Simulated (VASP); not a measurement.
# HfOs3 (Pm-3m) in VASP: notebook, part 2 of 2

VASP 6.6.1.

## (3) Single point, PBE

This run uses another cell than the first one, of 15.06 Å³/atom, 1.021 times its volume.

INCAR

```
PREC = Accurate
ENCUT = 520
EDIFF = 1E-7
ISMEAR = -1
SIGMA = 0.05
LREAL = F
LASPH = T
NELM = 80
ALGO = Normal
ISIF = 2
LWAVE = F
LCHARG = F
GGA = PE
NBANDS = 25
```

KPOINTS

```
Automatic mesh
0
Gamma
  7 7 7
```

POSCAR

```
HfOs3
1.0
    3.9198576465      0.0000000000      0.0000000000
    0.0000000000      3.9198576465      0.0000000000
    0.0000000000      0.0000000000      3.9198576465
Os Hf
3 1
Direct
    0.0000000000      0.5000000000      0.5000000000
    0.5000000000      0.0000000000      0.5000000000
    0.5000000000      0.5000000000      0.0000000000
    0.0000000000      0.0000000000      0.0000000000
```

Potentials or basis: VASP PAW PBE potentials, release 64 (Os, Hf_pv).

Run with:

```bash
$ cat potpaw_PBE.64/Os/POTCAR potpaw_PBE.64/Hf_pv/POTCAR > POTCAR
$ mpirun -np 1 vasp_std > vasp.out
```

OUTCAR:

```text
PREC = Accurate
   ENCUT = 520
   EDIFF = 1E-7
   ISMEAR = -1
   LREAL = F
   LASPH = T
   NELM = 80
   ISIF = 2
   GGA = PE

 ion  position               nearest neighbor table
   1  0.000  0.500  0.500-   2 2.77   3 2.77   4 2.77   3 2.77   4 2.77   2 2.77   4 2.77   4 2.77
                             2 2.77   3 2.77   3 2.77   2 2.77
   2  0.500  0.000  0.500-   1 2.77   3 2.77   4 2.77   3 2.77   4 2.77   1 2.77   3 2.77   3 2.77
                             1 2.77   4 2.77   4 2.77   1 2.77
   3  0.500  0.500  0.000-   1 2.77   2 2.77   4 2.77   1 2.77   2 2.77   2 2.77   4 2.77   2 2.77
[... 758 lines left out ...]
  -------------------------------------------------------------------------------------
  Total        4.9095714      4.9095714      4.9095714      0.0000000      0.0000000      0.0000000
  in kB      130.6000297    130.6000297    130.6000297      0.0000000      0.0000000      0.0000000
  external PRESSURE =     130.6000297 kB  Pullay stress =       0.0000000 kB

 VOLUME and BASIS-vectors are now :
 -----------------------------------------------------------------------------
  energy-cutoff  :      520.00
  volume of cell :       60.23
      direct lattice vectors                 reciprocal lattice vectors
     3.919857647  0.000000000  0.000000000     0.255111305  0.000000000  0.000000000
     0.000000000  3.919857647  0.000000000     0.000000000  0.255111305  0.000000000
     0.000000000  0.000000000  3.919857647     0.000000000  0.000000000  0.255111305

 POSITION                                       TOTAL-FORCE (eV/Angst)
 -----------------------------------------------------------------------------------
      0.00000      1.95993      1.95993         0.000000      0.000000      0.000000
      1.95993      0.00000      1.95993         0.000000      0.000000      0.000000
      1.95993      1.95993      0.00000         0.000000      0.000000      0.000000
      0.00000      0.00000      0.00000         0.000000      0.000000      0.000000
 -----------------------------------------------------------------------------------
    total drift:                                0.000000      0.000000     -0.000000

  FREE ENERGIE OF THE ION-ELECTRON SYSTEM (eV)
  ---------------------------------------------------
  free  energy   TOTEN  =       -43.9456207514 eV

  energy  without entropy=      -43.8989785811  energy(sigma->0) =      -43.92229967
```

OSZICAR:

```text
N       E                     dE             d eps       ncg     rms          rms(c)
DAV:   1     0.214872335534E+03    0.21487E+03   -0.16455E+04  1000   0.132E+03
DAV:   2    -0.292989519783E+02   -0.24417E+03   -0.22961E+03  1015   0.429E+02
DAV:   3    -0.459087441551E+02   -0.16610E+02   -0.15337E+02  1334   0.791E+01
DAV:   4    -0.464220890631E+02   -0.51334E+00   -0.50540E+00  1120   0.162E+01
DAV:   5    -0.464336911284E+02   -0.11602E-01   -0.11559E-01  1281   0.208E+00    0.822E+01
DAV:   6    -0.444546513290E+02    0.19790E+01   -0.46003E+00  1354   0.129E+01    0.360E+01
DAV:   7    -0.440134078579E+02    0.44124E+00   -0.12871E+00  1190   0.650E+00    0.158E+01
DAV:   8    -0.439511986151E+02    0.62209E-01   -0.27934E-01  1230   0.388E+00    0.326E+00
DAV:   9    -0.439473866228E+02    0.38120E-02   -0.15566E-02  1081   0.940E-01    0.121E+00
DAV:  10    -0.439456439248E+02    0.17427E-02   -0.58021E-03  1150   0.432E-01    0.315E-01
DAV:  11    -0.439456246820E+02    0.19243E-04   -0.26408E-04  1109   0.116E-01    0.759E-02
DAV:  12    -0.439456220921E+02    0.25899E-05   -0.22793E-05  1244   0.284E-02    0.412E-02
DAV:  13    -0.439456204646E+02    0.16275E-05   -0.45414E-06  1481   0.117E-02    0.167E-02
DAV:  14    -0.439456208337E+02   -0.36907E-06   -0.24947E-07   995   0.385E-03    0.538E-03
DAV:  15    -0.439456207514E+02    0.82273E-07   -0.27016E-08   524   0.137E-03
   1 F= -.43945621E+02 E0= -.43922300E+02  d E =-.466422E-01
```

stdout:

```text
POSCAR found type information on POSCAR OsHf
 POSCAR found :  2 types and       4 ions
 scaLAPACK will be used
 LDA part: xc-table for (Slater+PW92), standard interpolation
 POSCAR, INCAR and KPOINTS ok, starting setup
 FFT: planning ... GRIDC
 FFT: planning ... GRID_SOFT
 FFT: planning ... GRID
 WAVECAR not read
 entering main loop
```

Wall time 20 s (1 thread of AMD EPYC 9R45 (Zen 5), shared host); peak memory 0.15 GiB.

Results:

- Free energy: -43.9456 eV
- Pressure: 13.1 GPa
- Band gap on the k mesh: zero (band 17 reaches 11.10 eV, above the bottom of band 18 at 7.24 eV)

Levels at points of the mesh, in eV from the Fermi level:
```tsv
k point	band 13	band 14	band 15	band 16	band 17	band 18	band 19	band 20	band 21	band 22
(0.00, 0.00, 0.00)	-1.52	1.06	1.06	2.70	3.33	3.33	3.33	3.34	3.34	3.34
```

Caveat: spin-orbit coupling is left out, which moves the levels of the heavy elements.

## (4) Single point, PBE

This run uses another cell than the first one, of 15.37 Å³/atom, 1.043 times its volume.

INCAR

```
PREC     = Accurate       # precision mode
ENCUT    = 520            # plane-wave cutoff, eV
EDIFF    = 1E-6           # SCF threshold, eV
ISMEAR   = -1             # smearing method
SIGMA    = 0.05           # smearing width, eV
LREAL    = F              # projectors in reciprocal space
LASPH    = T              # aspherical terms in the spheres
NELM     = 100            # most SCF steps
ALGO     = Fast           # electronic algorithm
ISIF     = 2              # what is computed and relaxed
LWAVE    = F              # write WAVECAR
LCHARG   = F              # write CHGCAR
GGA      = PE             # functional
NBANDS   = 25             # bands
```

KPOINTS

```
regular mesh
0
Gamma
  7 7 7
```

POSCAR

```
HfOs3
1.0
    3.9468920018      0.0000000000      0.0000000000
    0.0000000000      3.9468920018      0.0000000000
    0.0000000000      0.0000000000      3.9468920018
Os Hf
3 1
Direct
    0.0000000000      0.5000000000      0.5000000000
    0.5000000000      0.0000000000      0.5000000000
    0.5000000000      0.5000000000      0.0000000000
    0.0000000000      0.0000000000      0.0000000000
```

Run with:

```bash
$ cat potpaw_PBE.64/Os/POTCAR potpaw_PBE.64/Hf_pv/POTCAR > POTCAR
$ mpirun -np 1 vasp_std > vasp.out
```

Run time: 19 s. Hardware: 1 thread of AMD EPYC 9R45 (Zen 5), shared host; peak memory 0.15 GiB.

It converged, with:

```
Free energy            : -44.0214 eV
Pressure               : 6.1 GPa
Band gap on the k mesh : zero (band 17 reaches 10.75 eV, above the bottom of band 18 at 7.02 eV)
```

Levels at points of the mesh, in eV from the Fermi level:
```
           k point  band 14  band 15  band 16  band 17  band 18  band 19  band 20  band 21
(0.00, 0.00, 0.00)     1.02     1.02     2.61     3.23     3.23     3.23     3.24     3.24
```

Caveat: spin-orbit coupling is left out, which moves the levels of the heavy elements.

## (5) The runs side by side

| cell | gap on the mesh (eV) | pressure (GPa) |
| --- | --- | --- |
| a = 3.892 Å, 4 atoms | none | 20.7 |
| a = 3.920 Å, 4 atoms | none | 13.1 |
| a = 3.947 Å, 4 atoms | none | 6.1 |

Alike in all rows: task single point; level PBE; potentials or basis VASP PAW PBE potentials, release 64 (Os, Hf_pv); no spin polarisation; k mesh 7 × 7 × 7; cutoff (eV) 520; smearing fermi-dirac 0.05 eV.

Caveats: spin-orbit coupling is left out, which moves the levels of the heavy elements.

Absolute energies hang on the potentials; compare differences alone.
